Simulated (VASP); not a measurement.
Write the native input for VASP 6.6.1 that does the following.

```
Task                   : single point
Functional             : r2SCAN
Potentials or basis    : VASP PAW PBE potentials, release 64 (Mn_pv, K_sv, F, Nb_sv)
Cutoff                 : 520 eV
k mesh                 : 8 × 8 × 8
Occupations            : fermi-dirac, width 0.1 eV
Spin                   : no spin polarisation
Dipole correction      : no
Further INCAR settings : ALGO = Normal; EDIFF = 1e-06; NBANDS = 56
```

KMn2NbF6:

```xyz
10
Lattice="0.0000 3.9148 3.9148 3.9148 0.0000 3.9148 3.9148 3.9148 0.0000" Properties=species:S:1:pos:R:3 pbc="T T T"
Mn    1.9574    1.9574    1.9574
Mn    5.8722    5.8722    5.8722
K     3.9148    3.9148    3.9148
F     1.7225    3.9148    3.9148
F     3.9148    1.7225    3.9148
F     6.1071    3.9148    3.9148
F     3.9148    6.1071    3.9148
F     3.9148    3.9148    1.7225
F     3.9148    3.9148    6.1071
Nb    0.0000    0.0000    0.0000
```

These files were run (other wordings do the same):

POSCAR

```
KMn2NbF6
1.0
    0.0000000000      3.9147770000      3.9147770000
    3.9147770000      0.0000000000      3.9147770000
    3.9147770000      3.9147770000      0.0000000000
Mn K F Nb
2 1 6 1
Direct
    0.2500000000      0.2500000000      0.2500000000
    0.7500000000      0.7500000000      0.7500000000
    0.5000000000      0.5000000000      0.5000000000
    0.7800000000      0.2200000000      0.2200000000
    0.2200000000      0.7800000000      0.2200000000
    0.2200000000      0.7800000000      0.7800000000
    0.7800000000      0.2200000000      0.7800000000
    0.2200000000      0.2200000000      0.7800000000
    0.7800000000      0.7800000000      0.2200000000
    0.0000000000      0.0000000000      0.0000000000
```

INCAR.step1

```
  PREC = Accurate
  ENCUT = 520
  ISMEAR = -1
  SIGMA = 0.1
  LREAL = F
  LASPH = T
  NELM = 80
  NBANDS = 56
  GGA = PE
  ALGO = Normal
  EDIFF = 1E-4
  LWAVE = T
  LCHARG = F
```

INCAR.step2

```
  PREC = Accurate
  ENCUT = 520
  EDIFF = 1E-6
  ISMEAR = -1
  SIGMA = 0.1
  LREAL = F
  LASPH = T
  NELM = 80
  ALGO = Normal
  ISIF = 2
  LWAVE = F
  LCHARG = F
  METAGGA = R2SCAN
  LMIXTAU = T
  NBANDS = 56
  ISTART = 1
```

KPOINTS

```
regular mesh
0
Gamma
  8 8 8
```

Potentials or basis: VASP PAW PBE potentials, release 64 (Mn_pv, K_sv, F, Nb_sv).

Command:

```bash
$ cat potpaw_PBE.64/Mn_pv/POTCAR potpaw_PBE.64/K_sv/POTCAR potpaw_PBE.64/F/POTCAR potpaw_PBE.64/Nb_sv/POTCAR > POTCAR
$ cp INCAR.step1 INCAR
$ mpirun -np 1 vasp_std > vasp.out
$ cp INCAR.step2 INCAR
$ mpirun -np 1 vasp_std > vasp.out
```

It gave:

The pressure is 66.2 GPa. The largest force is 8.109 eV/Å and the band gap on the k mesh is zero (bands 45 and 46 overlap by 0.36 eV).

Caveat: the cell stands under pressure; the PAW data sets were made with another functional, which shifts forces and pressure a little; the run has no spin polarisation, though such a crystal can be magnetic; semilocal functionals often make such compounds metallic where correlation or magnetic order opens a gap, which also shifts bond lengths.

Wall time 14 min on 1 thread of AMD EPYC 7R13 Processor (Zen 3), on a shared host, peak memory 0.37 GiB.
